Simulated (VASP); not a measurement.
# P2O (antifluorite type) (Fm-3m) in VASP: further runs, part 3 of 3

VASP 6.6.1. The steps go on from the part before.

## Step 5: Single point, PBE

This run uses another cell than the first one, of 13.34 Å³/atom.

Contents of INCAR:

```
PREC = Accurate
ENCUT = 520
EDIFF = 1E-7
ISMEAR = -1
SIGMA = 0.06122561905347299
LREAL = F
LASPH = T
NELM = 60
ALGO = Normal
ISIF = 2
LWAVE = F
LCHARG = F
GGA = PE
NBANDS = 15
```

Contents of KPOINTS:

```
regular mesh
0
Gamma
  18 18 18
```

Contents of POSCAR:

```
P2O
1.0
    0.0000000000      2.7147362842      2.7147362842
    2.7147362842      0.0000000000      2.7147362842
    2.7147362842      2.7147362842      0.0000000000
P O
2 1
Direct
    0.2500000000      0.2500000000      0.2500000000
    0.7500000000      0.7500000000      0.7500000000
    0.0000000000      0.0000000000      0.0000000000
```

Potentials or basis: VASP PAW PBE potentials, release 64 (P, O).

On the command line:

```bash
$ cat potpaw_PBE.64/P/POTCAR potpaw_PBE.64/O/POTCAR > POTCAR
$ mpirun -np 1 vasp_std > vasp.out
```

OUTCAR:

```text
PREC = Accurate
   ENCUT = 520
   EDIFF = 1E-7
   ISMEAR = -1
   LREAL = F
   LASPH = T
   NELM = 60
   ISIF = 2
   GGA = PE

 ion  position               nearest neighbor table
   1  0.250  0.250  0.250-   3 2.35   3 2.35   3 2.35   3 2.35   2 2.71   2 2.71   2 2.71   2 2.71
                             2 2.71   2 2.71
   2  0.750  0.750  0.750-   3 2.35   3 2.35   3 2.35   3 2.35   1 2.71   1 2.71   1 2.71   1 2.71
                             1 2.71   1 2.71
   3  0.000  0.000  0.000-   2 2.35   2 2.35   2 2.35   1 2.35   2 2.35   1 2.35   1 2.35   1 2.35

  LATTYP: Found a face centered cubic cell.
 ALAT       =     5.4294725684

  Lattice vectors:

 A1 = (   0.0000000000,   2.7147362842,   2.7147362842)
 A2 = (   2.7147362842,   0.0000000000,   2.7147362842)
 A3 = (   2.7147362842,   2.7147362842,   0.0000000000)

Analysis of symmetry for initial positions (statically):
=====================================================================
 Subroutine PRICEL returns:
 Original cell was already a primitive cell.

 Routine SETGRP: Setting up the symmetry group for a
 face centered cubic supercell.

 Subroutine GETGRP returns: Found 48 space group operations
 (whereof 48 operations were pure point group operations)
 out of a pool of 48 trial point group operations.

The static configuration has the point symmetry O_h .

Analysis of symmetry for dynamics (positions and initial velocities):
=====================================================================
 Subroutine PRICEL returns:
 Original cell was already a primitive cell.

 Routine SETGRP: Setting up the symmetry group for a
 face centered cubic supercell.

 Subroutine GETGRP returns: Found 48 space group operations
 (whereof 48 operations were pure point group operations)
 out of a pool of 48 trial point group operations.

The dynamic configuration has the point symmetry O_h .

 Subroutine INISYM returns: Found 48 space group operations
 (whereof 48 operations are pure point group operations),
 and found     1 'primitive' translations

----------------------------------------------------------------------------------------

                                     Primitive cell

  volume of cell :      40.0141

  direct lattice vectors                    reciprocal lattice vectors
     0.000000000  2.714736284  2.714736284    -0.184179953  0.184179953  0.184179953
     2.714736284  0.000000000  2.714736284     0.184179953 -0.184179953  0.184179953
     2.714736284  2.714736284  0.000000000     0.184179953  0.184179953 -0.184179953

  length of vectors
     3.839216871  3.839216871  3.839216871     0.319009036  0.319009036  0.319009036

  position of ions in fractional coordinates (direct lattice)
     0.250000000  0.250000000  0.250000000
     0.750000000  0.750000000  0.750000000
     0.000000000  0.000000000  0.000000000

  ion indices of the primitive-cell ions
   primitive index   ion index
                 1           1
                 2           2
                 3           3

----------------------------------------------------------------------------------------

 KPOINTS: regular mesh

Automatic generation of k-mesh.
 Grid dimensions read from file:
 generate k-points for:   18   18   18

 Generating k-lattice:

[... 41 lines left out ...]
 -0.222222  0.055556  0.000000     24.000000
 [... further k-points ...]
   k-points           NKPTS =    195   k-points in BZ     NKDIM =    195   number of bands    NBANDS=     15
   number of dos      NEDOS =    301   number of ions     NIONS =      3
   total plane-waves  NPLWV =  27000
   dimension x,y,z NGX =    30 NGY =   30 NGZ =   30
   dimension x,y,z NGXF=    60 NGYF=   60 NGZF=   60
   ions per type =               2   1
   NGX,Y,Z   is equivalent  to a cutoff of  12.99, 12.99, 12.99 a.u.
   NGXF,Y,Z  is equivalent  to a cutoff of  25.98, 25.98, 25.98 a.u.
 SYSTEM =  unknown system
   PREC   = accura    normal or accurate (medium, high low for compatibility)
   ISTART =      0    job   : 0-new  1-cont  2-samecut
   ICHARG =      2    charge: 1-file 2-atom 10-const
   ISPIN  =      1    spin polarized calculation?
   LNONCOLLINEAR =      F non collinear calculations
   LSORBIT =      F    spin-orbit coupling
   LASPH  =      T    aspherical Exc in radial PAW
   ENCUT  =  520.0 eV  38.22 Ry    6.18 a.u.   7.14  7.14  7.14*2*pi/ulx,y,z
   NELM   =     60;   NELMIN=  2; NELMDL= -5     # of ELM steps
   EDIFF  = 0.1E-06   stopping-criterion for ELM
   LREAL  =      F    real-space projection
   EDIFFG = 0.1E-05   stopping-criterion for IOM
   NSW    =      0    number of steps for IOM
   IBRION =     -1    ionic relax: 0-MD 1-quasi-New 2-CG
   NFREE  =      0    steps in history (QN), initial steepest desc. (CG)
   ISIF   =      2    stress and relaxation
   ISYM   =      2    0-nonsym 1-usesym 2-fastsym
   POTIM  = 0.5000    time-step for ionic-motion
   TEBEG  =    0.0;   TEEND  =   0.0 temperature during run
   PSTRESS=    0.0 pullay stress
   NELECT =      16.0000    total number of electrons
   NUPDOWN=      -1.0000    fix difference up-down
   EMIN   =  10.00;   EMAX   =-10.00  energy-range for DOS
   EFERMI =   0.00;   METHOD = LEGACY
   ISMEAR =    -1;   SIGMA  =   0.06  broadening in eV -4-tet -1-fermi 0-gaus
   EFERMI_NEDOS =   21; number of points for ismear=-14 and -15
   IALGO  =     38    algorithm
   IMIX   =      4    mixing-type and parameters
     AMIX     =   0.40;   BMIX     =  1.00
     AMIX_MAG =   1.60;   BMIX_MAG =  1.00
  volume/ion in A,a.u.               =      13.34        90.01
  Fermi-wavevector in a.u.,A,eV,Ry     =   1.206083  2.279166 19.791526  1.454636
  Thomas-Fermi vector in A             =   2.341761
   LORBIT       =      0    0 simple, 1 ext, 2 COOP (PROOUT), +10 PAW based schemes
   GGA     = PE    functional components
   LHFCALC =     F    Hartree Fock is set to
   AEXX    =    0.0000 exact exchange contribution
   IVDW    =     0    specifies the selected vdW correction
   LEPSILON=     F    determine dielectric tensor
   LRPA    =     F    only Hartree local field effects (RPA)
 non-spin polarized calculation
  energy-cutoff  :      520.00
  volume of cell :       40.01
 maximum number of plane-waves:      1091
 NGX is ok and might be reduce to    30
   NGX = 15   NGY = 15   NGZ = 15

 number of electron      15.9999994 magnetization

 Free energy of the ion-electron system (eV)
  ---------------------------------------------------
  ext. energy  EPLUGINS =         0.00000000
  ---------------------------------------------------
  free energy    TOTEN  =       -12.87375055 eV

  energy without entropy =      -12.85083055  energy(sigma->0) =      -12.86229055

 E-fermi :   7.3830     XC(G=0): -11.0961

 val. band max:        7.3722766863   @ k =   0.3889   0.2778   0.0000
 cond. band min:       7.3893353961   @ k =  -0.3333   0.2222   0.0556
 fundamental gap:      0.0170587098
 Fermi energy:         7.3829830858

 k-point     1 :       0.0000    0.0000    0.0000
  band No.  band energies     occupation
      1     -12.3152      2.00000
      2      -3.7607      2.00000
      3       2.3577      2.00000
      4       2.7543      2.00000
      5       2.7543      2.00000
      6       2.7543      2.00000
      7       4.9959      2.00000
      8       4.9959      2.00000
      9       4.9959      2.00000
     10      10.8778      0.00000
     11      10.8778      0.00000
     12      10.8778      0.00000
     13      13.7952      0.00000
     14      13.7952      0.00000
[... 401 lines left out ...]
      2      -4.1262      2.00000
      3      -0.4771      2.00000
      4       2.1219      2.00000
      5       2.3423      2.00000
      6       3.7053      2.00000
      7       5.7305      2.00000
      8       5.9496      2.00000
      9       7.7699      0.00359
     10       9.0410      0.00000
     11       9.5228      0.00000
     12      10.8288      0.00000
     13      15.8208      0.00000
     14      16.7670      0.00000
     15      17.4261      0.00000

 [... further k-points ...]
[... 5 lines left out ...]
  --------------------------------------------------------------------------------------
  -------------------------------------------------------------------------------------
  Total       -0.0396230     -0.0396230     -0.0396230      0.0000000      0.0000000      0.0000000
  in kB       -1.5865161     -1.5865161     -1.5865161      0.0000000      0.0000000      0.0000000
  external PRESSURE =      -1.5865161 kB  Pullay stress =       0.0000000 kB

 VOLUME and BASIS-vectors are now :
 -----------------------------------------------------------------------------
  energy-cutoff  :      520.00
  volume of cell :       40.01
      direct lattice vectors                 reciprocal lattice vectors
     0.000000000  2.714736284  2.714736284    -0.184179953  0.184179953  0.184179953
     2.714736284  0.000000000  2.714736284     0.184179953 -0.184179953  0.184179953
     2.714736284  2.714736284  0.000000000     0.184179953  0.184179953 -0.184179953

 POSITION                                       TOTAL-FORCE (eV/Angst)
 -----------------------------------------------------------------------------------
      1.35737      1.35737      1.35737        -0.000000      0.000000      0.000000
      4.07210      4.07210      4.07210         0.000000      0.000000     -0.000000
      0.00000      0.00000      0.00000        -0.000000     -0.000000     -0.000000
 -----------------------------------------------------------------------------------
    total drift:                                0.000000     -0.000000     -0.000000

  FREE ENERGIE OF THE ION-ELECTRON SYSTEM (eV)
  ---------------------------------------------------
  free  energy   TOTEN  =       -12.8737505460 eV

  energy  without entropy=      -12.8508305485  energy(sigma->0) =      -12.86229055
```

OSZICAR:

```text
N       E                     dE             d eps       ncg     rms          rms(c)
DAV:   1     0.418166710660E+02    0.41817E+02   -0.70165E+03  5850   0.956E+02
DAV:   2    -0.120195865279E+02   -0.53836E+02   -0.48063E+02  7624   0.158E+02
DAV:   3    -0.141187635132E+02   -0.20992E+01   -0.20723E+01  7334   0.305E+01
DAV:   4    -0.141312327385E+02   -0.12469E-01   -0.12464E-01  7712   0.273E+00
DAV:   5    -0.141313827884E+02   -0.15005E-03   -0.15004E-03  7544   0.291E-01    0.862E+00
DAV:   6    -0.136957805709E+02    0.43560E+00   -0.67131E+00  6270   0.267E+01    0.831E+00
DAV:   7    -0.128744655607E+02    0.82132E+00   -0.16622E+00  6867   0.118E+01    0.303E+00
DAV:   8    -0.128734592576E+02    0.10063E-02   -0.22701E-01  6900   0.353E+00    0.880E-01
DAV:   9    -0.128743067063E+02   -0.84745E-03   -0.91547E-03  7635   0.701E-01    0.182E-01
DAV:  10    -0.128749440228E+02   -0.63732E-03   -0.41090E-03  7492   0.633E-01    0.252E-01
DAV:  11    -0.128737324284E+02    0.12116E-02   -0.13881E-03  7474   0.394E-01    0.449E-02
DAV:  12    -0.128737505204E+02   -0.18092E-04   -0.21290E-04  7047   0.102E-01    0.209E-02
DAV:  13    -0.128737510633E+02   -0.54293E-06   -0.58264E-06  8126   0.216E-02    0.782E-03
DAV:  14    -0.128737507966E+02    0.26664E-06   -0.64924E-07  6655   0.646E-03    0.316E-03
DAV:  15    -0.128737504859E+02    0.31078E-06   -0.32902E-07  7075   0.508E-03    0.219E-03
DAV:  16    -0.128737505460E+02   -0.60168E-07   -0.16397E-08  3926   0.118E-03
   1 F= -.12873751E+02 E0= -.12862291E+02  d E =-.229200E-01
```

It took 73 s on 1 thread of AMD EPYC 9R45 (Zen 5), shared host; peak memory 0.2 GiB.

Results:

| Item | Value |
| --- | --- |
| Free energy | -12.8738 eV |
| Pressure | -0.2 GPa |
| Band gap on the k mesh | zero (bands 8 and 9 overlap by 3.21 eV) |

## Step 6: Single point, PBE

This run uses another cell than the first one, of 13.34 Å³/atom.

Contents of INCAR:

```
SYSTEM = P2O
PREC = Accurate
ENCUT = 520
EDIFF = 1E-6
ISMEAR = -1
SIGMA = 0.06122561905347299
LREAL = .False.
LASPH = .True.
NELM = 100
ALGO = Normal
ISIF = 2
LWAVE = .False.
LCHARG = .False.
GGA = PE
NBANDS = 15
```

Contents of KPOINTS:

```
regular mesh
0
Gamma
  18 18 18
  0 0 0
```

POSCAR is that of step 5.

Potentials or basis: VASP PAW PBE potentials, release 64 (P, O).

On the command line:

```bash
$ cat potpaw_PBE.64/P/POTCAR potpaw_PBE.64/O/POTCAR > POTCAR
$ mpirun -np 1 vasp_std > vasp.out
```

Wall time 60 s (1 thread of AMD EPYC 9R45 (Zen 5), shared host); peak memory 0.2 GiB.

The run converged. Its results:

```
Free energy            : -12.8738 eV
Pressure               : -0.2 GPa
Band gap on the k mesh : zero (bands 8 and 9 overlap by 3.21 eV)
```

Levels at points of the mesh, in eV from the Fermi level:
```csv
k point,band 4,band 5,band 6,band 7,band 8,band 9,band 10,band 11,band 12,band 13
"(0.00, 0.00, 0.00)",-4.63,-4.63,-4.63,-2.39,-2.39,-2.39,3.49,3.49,3.49,6.41
"(0.50, 0.00, 0.00)",-5.53,-5.53,-1.62,-1.40,-1.40,0.73,2.06,2.07,2.07,9.92
"(0.50, 0.50, 0.00)",-6.96,-6.96,-4.90,-1.07,0.82,0.82,4.60,4.60,5.65,6.28
```

## Step 7: Overview

| cell | gap on the mesh (eV) | pressure (GPa) |
| --- | --- | --- |
| a = 3.787 Å, angles 60.0°, 3 atoms | none | 4.2 |
| a = 3.813 Å, angles 60.0°, 3 atoms | none | 1.9 |
| a = 3.839 Å, angles 60.0°, 3 atoms | none | -0.2 |

Alike in all rows: task single point; level PBE; potentials or basis VASP PAW PBE potentials, release 64 (P, O); no spin polarisation; k mesh 18 × 18 × 18; cutoff (eV) 520; smearing fermi-dirac 0.0612256 eV.

Caveats: the cell stands under pressure (at least some runs).

Absolute energies hang on the potentials; compare differences alone.

The gap in the log of VASP goes by the Fermi energy; the results here count the filled bands.